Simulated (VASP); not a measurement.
# BN (P1) in VASP: single point with r2SCAN

Aim: the single point of BN with r2SCAN.

Program: VASP 6.6.1. These are calculated values, not measurements. Logs are shortened: lines on timing, memory, paths and dates and some standing lists are left out, and cuts for length are marked.

### Step 1. The cell of the first run

The typed cell holds 4 atoms: a = 2.495 Å, b = 2.547 Å, c = 4.136 Å, α = 94.10°, β = 89.43°, γ = 121.20°.

### Step 2. Single point, r2SCAN (atoms moved at random and the cell strained at random)

File POSCAR:

```
BN
1.0
    2.4949952847     -0.0411359517      0.0116240806
   -1.2831224215      2.1985037728     -0.0903894312
    0.0192263403     -0.1615331512      4.1329916959
B N
2 2
Direct
    0.4147711351      0.3513793445      0.9843590796
    0.5412548152      0.7330941080      0.5297229285
    0.6848508370      0.2251206191      0.6694872413
    0.3591232127      0.6904059284      0.0664307506
```

File INCAR.step1:

```
SYSTEM = BN
PREC     = Accurate       ! precision mode
ENCUT    = 520            ! plane-wave cutoff, eV
ISMEAR   = 0              ! smearing method
SIGMA    = 0.05           ! smearing width, eV
LREAL    = .False.        ! projectors in reciprocal space
LASPH    = .True.         ! aspherical terms in the spheres
NELM     = 100            ! most SCF steps
NBANDS   = 16             ! bands
GGA      = PE             ! functional
ALGO     = Normal         ! electronic algorithm
EDIFF    = 1E-4           ! SCF threshold, eV
LWAVE    = .True.         ! write WAVECAR
LCHARG   = .False.        ! write CHGCAR
```

File INCAR.step2:

```
SYSTEM = BN
PREC     = Accurate       ! precision mode
ENCUT    = 520            ! plane-wave cutoff, eV
EDIFF    = 1E-7           ! SCF threshold, eV
ISMEAR   = 0              ! smearing method
SIGMA    = 0.05           ! smearing width, eV
LREAL    = .False.        ! projectors in reciprocal space
LASPH    = .True.         ! aspherical terms in the spheres
NELM     = 100            ! most SCF steps
ALGO     = Normal         ! electronic algorithm
ISIF     = 2              ! what is computed and relaxed
LWAVE    = .False.        ! write WAVECAR
LCHARG   = .False.        ! write CHGCAR
METAGGA  = R2SCAN         ! meta-GGA
LMIXTAU  = .True.       
NBANDS   = 16             ! bands
ISTART   = 1
```

File KPOINTS:

```
regular mesh
0
Gamma
  12 12 6
  0 0 0
```

Potentials or basis: VASP PAW PBE potentials, release 64 (B, N).

Run with:

```console
$ cat potpaw_PBE.64/B/POTCAR potpaw_PBE.64/N/POTCAR > POTCAR
$ cp INCAR.step1 INCAR
$ mpirun -np 1 vasp_std > vasp.out
$ cp INCAR.step2 INCAR
$ mpirun -np 1 vasp_std > vasp.out
```

OUTCAR:

```text
SYSTEM = BN
   PREC = Accurate
   ENCUT = 520
   EDIFF = 1E-7
   ISMEAR = 0
   LREAL = .False.
   LASPH = .True.
   NELM = 100
   ISIF = 2
   METAGGA = R2SCAN
   ISTART = 1

 ion  position               nearest neighbor table
   1  0.415  0.351  0.984-   4 0.98   3 1.55   4 1.68   2 2.12
   2  0.541  0.733  0.530-   3 1.21   3 1.65   3 1.95   4 1.96   1 2.12
   3  0.685  0.225  0.669-   2 1.21   1 1.55   2 1.65   2 1.95
   4  0.359  0.690  0.066-   1 0.98   1 1.68   2 1.96

 -----------------------------------------------------------------------------
|                                                                             |
|           W    W    AA    RRRRR   N    N  II  N    N   GGGG   !!!           |
|           W    W   A  A   R    R  NN   N  II  NN   N  G    G  !!!           |
|           W    W  A    A  R    R  N N  N  II  N N  N  G       !!!           |
|           W WW W  AAAAAA  RRRRR   N  N N  II  N  N N  G  GGG   !            |
|           WW  WW  A    A  R   R   N   NN  II  N   NN  G    G                |
|           W    W  A    A  R    R  N    N  II  N    N   GGGG   !!!           |
|                                                                             |
|     The distance between some ions is very small. Please check the          |
|     nearest-neighbor list in the OUTCAR file.                               |
|     I HOPE YOU KNOW WHAT YOU ARE DOING!                                     |
|                                                                             |
 -----------------------------------------------------------------------------

  LATTYP: Found a triclinic cell.
 ALAT       =     2.5471537521
 B/A-ratio  =     0.9796665969
 C/A-ratio  =     1.6238485174
 COS(alpha) =     0.0099461056
 COS(beta)  =     0.0715085733
 COS(gamma) =     0.5180674545

  Lattice vectors:

 A1 = (   1.2831224215,  -2.1985037728,   0.0903894312)
 A2 = (   2.4949952847,  -0.0411359517,   0.0116240806)
 A3 = (   0.0192263403,  -0.1615331512,   4.1329916959)

Analysis of symmetry for initial positions (statically):
=====================================================================
 Subroutine PRICEL returns:
 Original cell was already a primitive cell.

 Routine SETGRP: Setting up the symmetry group for a
 triclinic supercell.

 Subroutine GETGRP returns: Found  1 space group operations
 (whereof  1 operations were pure point group operations)
 out of a pool of  2 trial point group operations.

The static configuration has the point symmetry C_1 .

Analysis of symmetry for dynamics (positions and initial velocities):
=====================================================================
 Subroutine PRICEL returns:
 Original cell was already a primitive cell.

 Routine SETGRP: Setting up the symmetry group for a
 triclinic supercell.

 Subroutine GETGRP returns: Found  1 space group operations
 (whereof  1 operations were pure point group operations)
 out of a pool of  2 trial point group operations.

The dynamic configuration has the point symmetry C_1 .

 Subroutine INISYM returns: Found  1 space group operations
 (whereof  1 operations are pure point group operations),
 and found     1 'primitive' translations

----------------------------------------------------------------------------------------

                                     Primitive cell

  volume of cell :      22.4179

  direct lattice vectors                    reciprocal lattice vectors
     2.494995285 -0.041135952  0.011624081     0.404667011  0.236480189  0.007360074
    -1.283122422  2.198503773 -0.090389431     0.007500107  0.459969812  0.017942493
     0.019226340 -0.161533151  4.132991696    -0.000974101  0.009394537  0.242327188

  length of vectors
     2.495361448  2.547153752  4.136191844     0.468756269  0.460380726  0.242511180

  position of ions in fractional coordinates (direct lattice)
     0.414771135  0.351379345  0.984359080
     0.541254815  0.733094108  0.529722929
     0.684850837  0.225120619  0.669487241
     0.359123213  0.690405928  0.066430751

  ion indices of the primitive-cell ions
   primitive index   ion index
                 1           1
                 2           2
                 3           3
                 4           4

----------------------------------------------------------------------------------------

 KPOINTS: regular mesh

Automatic generation of k-mesh.
 Grid dimensions read from file:
 generate k-points for:   12   12    6

 Generating k-lattice:

  Cartesian coordinates                     Fractional coordinates (reciprocal lattice)
     0.033722251  0.019706682  0.000613339     0.083333333  0.000000000  0.000000000
     0.000625009  0.038330818  0.001495208     0.000000000  0.083333333  0.000000000
    -0.000162350  0.001565756  0.040387865     0.000000000 -0.000000000  0.166666667

  Length of vectors
     0.039063022  0.038365060  0.040418530

  Shift w.r.t. Gamma in fractional coordinates (k-lattice)
     0.000000000  0.000000000  0.000000000

 Subroutine IBZKPT returns following result:
 ===========================================

 Found    436 irreducible k-points:

 Following reciprocal coordinates:
            Coordinates               Weight
  0.000000  0.000000  0.000000      1.000000
  0.083333  0.000000  0.000000      2.000000
  0.166667 -0.000000  0.000000      2.000000
  0.250000 -0.000000  0.000000      2.000000
  0.333333  0.000000  0.000000      2.000000
  0.416667 -0.000000  0.000000      2.000000
[... 16 lines left out ...]
  0.250000  0.166667  0.000000      2.000000
  0.333333  0.166667  0.000000      2.000000
 [... further k-points ...]
   k-points           NKPTS =    436   k-points in BZ     NKDIM =    436   number of bands    NBANDS=     16
   number of dos      NEDOS =    301   number of ions     NIONS =      4
   total plane-waves  NPLWV =  12800
   dimension x,y,z NGX =    20 NGY =   20 NGZ =   32
   dimension x,y,z NGXF=    40 NGYF=   40 NGZF=   64
   ions per type =               2   2
   NGX,Y,Z   is equivalent  to a cutoff of  13.32, 13.05, 12.86 a.u.
   NGXF,Y,Z  is equivalent  to a cutoff of  26.65, 26.11, 25.72 a.u.
 SYSTEM =  BN
   PREC   = accura    normal or accurate (medium, high low for compatibility)
   ISTART =      1    job   : 0-new  1-cont  2-samecut
   ICHARG =      0    charge: 1-file 2-atom 10-const
   ISPIN  =      1    spin polarized calculation?
   LNONCOLLINEAR =      F non collinear calculations
   LSORBIT =      F    spin-orbit coupling
   LASPH  =      T    aspherical Exc in radial PAW
   ENCUT  =  520.0 eV  38.22 Ry    6.18 a.u.   4.64  4.74  7.69*2*pi/ulx,y,z
   NELM   =    100;   NELMIN=  2; NELMDL=  0     # of ELM steps
   EDIFF  = 0.1E-06   stopping-criterion for ELM
   LREAL  =      F    real-space projection
   EDIFFG = 0.1E-05   stopping-criterion for IOM
   NSW    =      0    number of steps for IOM
   IBRION =     -1    ionic relax: 0-MD 1-quasi-New 2-CG
   NFREE  =      0    steps in history (QN), initial steepest desc. (CG)
   ISIF   =      2    stress and relaxation
   ISYM   =      2    0-nonsym 1-usesym 2-fastsym
   POTIM  = 0.5000    time-step for ionic-motion
   TEBEG  =    0.0;   TEEND  =   0.0 temperature during run
   PSTRESS=    0.0 pullay stress
   NELECT =      16.0000    total number of electrons
   NUPDOWN=      -1.0000    fix difference up-down
   EMIN   =  10.00;   EMAX   =-10.00  energy-range for DOS
   EFERMI =   0.00;   METHOD = LEGACY
   ISMEAR =     0;   SIGMA  =   0.05  broadening in eV -4-tet -1-fermi 0-gaus
   EFERMI_NEDOS =   21; number of points for ismear=-14 and -15
   IALGO  =     38    algorithm
   IMIX   =      4    mixing-type and parameters
     AMIX     =   0.40;   BMIX     =  1.00
     AMIX_MAG =   1.60;   BMIX_MAG =  1.00
  volume/ion in A,a.u.               =       5.60        37.82
  Fermi-wavevector in a.u.,A,eV,Ry     =   1.463018  2.764703 29.122202  2.140421
  Thomas-Fermi vector in A             =   2.579163
   LORBIT       =      0    0 simple, 1 ext, 2 COOP (PROOUT), +10 PAW based schemes
   METAGGA = R2SCAN    functional components
   LHFCALC =     F    Hartree Fock is set to
   AEXX    =    0.0000 exact exchange contribution
   IVDW    =     0    specifies the selected vdW correction
   LEPSILON=     F    determine dielectric tensor
   LRPA    =     F    only Hartree local field effects (RPA)
 non-spin polarized calculation
 Gauss-broadening in eV      SIGMA  =   0.05
  energy-cutoff  :      520.00
  volume of cell :       22.42
 maximum number of plane-waves:       617
   NGX =  9   NGY =  9   NGZ = 15

 number of electron      15.9999999 magnetization

 Free energy of the ion-electron system (eV)
  ---------------------------------------------------
  ext. energy  EPLUGINS =         0.00000000
  ---------------------------------------------------
  free energy    TOTEN  =       -22.46372201 eV

  energy without entropy =      -22.46372201  energy(sigma->0) =      -22.46372201

 E-fermi :   9.5169     XC(G=0): -13.7595

 val. band max:        9.2186772141   @ k =   0.0833   0.0000   0.0000
 cond. band min:      10.4191876623   @ k =   0.5000   0.5000   0.5000
 fundamental gap:      1.2005104482
 Fermi energy:         9.5168530263

 k-point     1 :       0.0000    0.0000    0.0000
  band No.  band energies     occupation
      1     -14.7863      2.00000
      2      -9.7138      2.00000
      3      -3.4947      2.00000
      4       1.9466      2.00000
      5       2.7325      2.00000
      6       7.3083      2.00000
[... 8 lines left out ...]
     15      26.0283      0.00000
     16      29.1291      0.00000

 k-point     2 :       0.0833    0.0000    0.0000
  band No.  band energies     occupation
      1     -14.6180      2.00000
      2      -9.6021      2.00000
      3      -3.3359      2.00000
      4       1.7784      2.00000
      5       2.6020      2.00000
      6       6.1784      2.00000
[... 8 lines left out ...]
     15      26.1425      0.00000
     16      28.7623      0.00000
[... 387 lines left out ...]
      5      -0.0602      2.00000
      6       1.8038      2.00000
[... 8 lines left out ...]
     15      26.5499      0.00000
     16      27.9441      0.00000

 k-point    24 :       0.3333    0.1667    0.0000
  band No.  band energies     occupation
      1     -10.7230      2.00000
      2      -8.6129      2.00000
      3      -2.0451      2.00000
      4      -1.3702      2.00000
      5      -0.0740      2.00000
      6       2.0787      2.00000
[... 8 lines left out ...]
     15      27.3350      0.00000
     16      28.2731      0.00000

 [... further k-points ...]

------------------------ aborting loop because EDIFF is reached ----------------------------------------

  FORCE on cell =-STRESS in cart. coord.  units (eV):
  Direction    XX          YY          ZZ          XY          YZ          ZX
  --------------------------------------------------------------------------------------
  -------------------------------------------------------------------------------------
  Total       27.1151619     43.8158529     17.3727780    -17.0025973     18.6889013     -9.8299429
  in kB     1937.8817141   3131.4561373   1241.6075144  -1215.1512336   1335.6689617   -702.5319163
  external PRESSURE =    2103.6484553 kB  Pullay stress =       0.0000000 kB

 VOLUME and BASIS-vectors are now :
 -----------------------------------------------------------------------------
  energy-cutoff  :      520.00
  volume of cell :       22.42
      direct lattice vectors                 reciprocal lattice vectors
     2.494995285 -0.041135952  0.011624081     0.404667011  0.236480189  0.007360074
    -1.283122422  2.198503773 -0.090389431     0.007500107  0.459969812  0.017942493
     0.019226340 -0.161533151  4.132991696    -0.000974101  0.009394537  0.242327188

 POSITION                                       TOTAL-FORCE (eV/Angst)
 -----------------------------------------------------------------------------------
      0.60291      0.59644      4.04141        35.081408    -43.113932    -15.261605
      0.41996      1.50388      2.12937         1.185550    -11.851701     -6.842462
      1.43271      0.35861      2.75460        -5.161937     13.362692     -2.850571
      0.01141      1.49236      0.21633       -31.105021     41.602940     24.954638
 -----------------------------------------------------------------------------------
    total drift:                               -0.000182     -0.000040     -0.000163

  FREE ENERGIE OF THE ION-ELECTRON SYSTEM (eV)
  ---------------------------------------------------
  free  energy   TOTEN  =       -22.4637220103 eV

  energy  without entropy=      -22.4637220103  energy(sigma->0) =      -22.46372201
```

Wall time 6.4 min (1 thread of AMD EPYC 7R13 (Zen 3), shared host); peak memory 0.21 GiB.

What came out:

| Quantity | Value |
| --- | --- |
| Free energy | -22.4637 eV |
| Pressure | 210.4 GPa |
| Largest force | 57.641 eV/Å |
| Band gap on the k mesh | 1.20 eV (least direct gap 3.52 eV) |

Forces on the atoms (eV/Å):
```
B    35.081 -43.114 -15.262
B     1.186 -11.852  -6.842
N    -5.162  13.363  -2.851
N   -31.105  41.603  24.955
```

Stress tensor (GPa, compression positive):
```
 193.79 -121.52  -70.25
-121.52  313.15  133.57
 -70.25  133.57  124.16
```

Caveat: the cell differs from its parent crystal (atoms moved at random and the cell strained at random); atoms lie so close that the PAW spheres overlap strongly, which falsifies energies and pressures; the stress differs along the axes, from 124 to 313 GPa; the PAW data sets were made with another functional, which shifts forces and pressure a little.
